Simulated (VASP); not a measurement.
A run of VASP 6.6.1:

The input INCAR:

```
SYSTEM = Si
PREC = Accurate
ENCUT = 600
EDIFF = 1E-6
ISMEAR = 0
SIGMA = 0.01
LREAL = .FALSE.
LASPH = .TRUE.
NELM = 60
ALGO = Normal
ISIF = 3
LWAVE = .FALSE.
LCHARG = .FALSE.
GGA = CA
IBRION = 2
NSW = 80
EDIFFG = -0.001
```

Contents of KPOINTS:

```
regular mesh
0
G
  12 12 12
  0 0 0
```

File POSCAR:

```
Si
1.0
    0.0000000000      2.7008304895      2.7008304895
    2.7008304895      0.0000000000      2.7008304895
    2.7008304895      2.7008304895      0.0000000000
Si
2
Direct
    0.5000000000      0.5000000000      0.5000000000
    0.7500000000      0.7500000000      0.7500000000
```

Potentials or basis: VASP PAW LDA potentials, release 64 (Si).

Command:

```console
$ cat potpaw_LDA.64/Si/POTCAR > POTCAR
$ mpirun -np 1 vasp_std > vasp.out
```

Hardware: 1 thread of Intel Xeon 6975P-C (shared host).

Question: Estimate the wall time of this run.

Answer: Run time: 21 s on 1 thread of Intel Xeon 6975P-C, with other jobs on the host, peak memory 0.16 GiB. Counts: scf iterations 18, k points 72, ion steps 3.
